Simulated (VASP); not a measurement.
Set up this calculation in VASP 6.6.1, as the native input.

* Task: single point
* Functional: PBEsol
* Potentials or basis: VASP PAW PBE potentials, release 64 (Ti_sv, O, H)
* Cutoff: 520 eV
* k mesh: 2 × 2 × 2, shifted
* Occupations: fermi-dirac, width 0.05 eV
* Spin: collinear spin
* Starting moments: [0.0, 0.375, 0.375, 0.375, 0.375, 0.375, 0.375, 0.0, 0.375, 0.0, 0.375] μB
* Dipole correction: no
* Further INCAR settings: ALGO = Normal; EDIFF = 1e-06; NBANDS = 54

The structure of Ti3HO7 (a cell with a defect) lies in POSCAR:

```
Ti3HO7
1.0
    4.5914140000      0.0000000000      0.0000000000
    0.0000000000      4.5914140000      0.0000000000
    0.0000000000      0.0000000000      5.8777420000
Ti O H
3 7 1
Direct
    0.0099280000      0.9910960000      0.0212240000
    0.9887820000      0.9788810000      0.4994590000
    0.5092420000      0.5310590000      0.7862010000
    0.3394730000      0.3159800000      0.0116650000
    0.6776600000      0.6883320000      0.9957430000
    0.7304970000      0.7167180000      0.5196010000
    0.1664740000      0.7643120000      0.2596840000
    0.1877110000      0.7837560000      0.7428190000
    0.7401650000      0.1730970000      0.2556790000
    0.7699550000      0.2259570000      0.7656070000
    0.2947490000      0.2837380000      0.5041200000
```

One way to write it, as run:

INCAR

```
SYSTEM = Ti3HO7
PREC = Accurate ; ENCUT = 520
EDIFF = 1E-6 ; ISMEAR = -1
SIGMA = 0.05 ; LREAL = .FALSE.
LASPH = .TRUE. ; NELM = 150
ALGO = Normal ; ISIF = 2
LWAVE = .FALSE. ; LCHARG = .FALSE.
ISPIN = 2 ; MAGMOM = 0 0.375 0.375 0.375 0.375 0.375 0.375 0 0.375 0 0.375
LORBIT = 11 ; LMAXMIX = 4
GGA = PS ; NBANDS = 54
```

KPOINTS

```
Automatic mesh
0
Gamma
  2 2 2
  0.5 0.5 0.5
```

Potentials or basis: VASP PAW PBE potentials, release 64 (Ti_sv, O, H).

The run is started by

```console
$ cat potpaw_PBE.64/Ti_sv/POTCAR potpaw_PBE.64/O/POTCAR potpaw_PBE.64/H/POTCAR > POTCAR
$ mpirun -np 1 vasp_std > vasp.out
```

It gave:

| Quantity | Value |
| --- | --- |
| Pressure | 2.5 GPa |
| Largest force | 5.841 eV/Å |
| Band gap on the k mesh | 0.12 eV |
| Net moment | 3.00 μB per cell |
| Site moments | Ti -0.09, -0.05, -0.06; O +0.55, +0.20, +0.33, +0.16, +0.14, +0.28 (each value once); H +0.26 μB |
| Valence electrons inside the program's atomic spheres | Ti 10.11, 10.51, 10.80; O 4.88, 5.02, 4.97, 4.93, 5.04, 4.82 (each value once); H 0.43 |

Caveat: the k points lie up to 0.68 Å⁻¹ apart; semilocal functionals underestimate gaps, and a narrow one can read as zero; the PAW data sets were made with another functional, which shifts forces and pressure a little.

It took 2.9 min on 1 thread of Intel Xeon 8259CL (shared host), peak memory 0.29 GiB.
